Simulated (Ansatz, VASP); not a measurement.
# One calculation of Ag, two programs

INCAR

```
SYSTEM = Ag
PREC     = Accurate       ! precision mode
ENCUT    = 500            ! plane-wave cutoff, eV
EDIFF    = 1E-7           ! SCF threshold, eV
ISMEAR   = -1             ! smearing method
SIGMA    = 0.05           ! smearing width, eV
LREAL    = .FALSE.        ! projectors in reciprocal space
LASPH    = .TRUE.         ! aspherical terms in the spheres
NELM     = 120            ! most SCF steps
ALGO     = Normal         ! electronic algorithm
ISIF     = 3              ! what is computed and relaxed
LWAVE    = .FALSE.        ! write WAVECAR
LCHARG   = .FALSE.        ! write CHGCAR
IBRION   = 2              ! ionic algorithm
NSW      = 80             ! ionic steps
EDIFFG   = -0.01          ! ionic threshold
GGA_COMPAT= .FALSE.      
NELMIN   = 4
```

File KPOINTS:

```
regular mesh
0
G
  16 16 16
  0 0 0
```

POSCAR

```
Ag
1.0
    0.0000000000      2.0431000000      2.0431000000
    2.0431000000      0.0000000000      2.0431000000
    2.0431000000      2.0431000000      0.0000000000
Ag
1
Direct
    0.0000000000      0.0000000000      0.0000000000
```

Input for Ansatz:

```yaml
crystal:
  lattice:
    - [0.0, 2.0431, 2.0431]
    - [2.0431, 0.0, 2.0431]
    - [2.0431, 2.0431, 0.0]
  atoms:
    - { symbol: Ag, position: [0.0, 0.0, 0.0] }
basis:
  ecutwfc: 420
  xc_grid: 2
hamiltonian:
  xc: lda
  pseudopotentials: { kind: paw, azcp: { folder: soft_1 } }
kpoints:
  mp_grid: { grid: [16, 16, 16] }
scf:
  occupations: { method: fermi_dirac, width: 0.05 }
  max_iter: 150
output:
  forces: true
  stress: true
relax:
  f_tol: 0.01
  max_steps: 60
  cell: {}
checkpoint:
  write: "../lda.run"
  compress: false
  write_wavefunctions: false
  write_every: 100000
```

Alike in both runs: task relaxation of cell and atoms; functional LDA; k mesh 16 × 16 × 16; occupations fermi-dirac, width 0.05 eV; no spin polarisation.

|  | VASP | Ansatz |
| --- | --- | --- |
| version | VASP 6.6.1 | Ansatz 0.2.0 |
| potentials or method | VASP PAW LDA potentials, release 64 (Ag), cutoff 500 eV | plane-wave PAW DFT |
| valence electrons in the cell | 11 | 19 |

```csv
,VASP,Ansatz,Ansatz less VASP
relaxed volume (Å³/atom),16.04,16.02,-0.015
relaxed cell length with the largest relative difference (Å),2.831,2.830,-0.0009
```

Ansatz warns that its potentials were made for another functional, while VASP's fit it. LDA's correlation is that of Perdew and Zunger in VASP and of Perdew and Wang (1992) in Ansatz. VASP's potentials hold 11 valence electrons a cell and Ansatz's 19, so a difference there can come from the potentials and not from the codes.
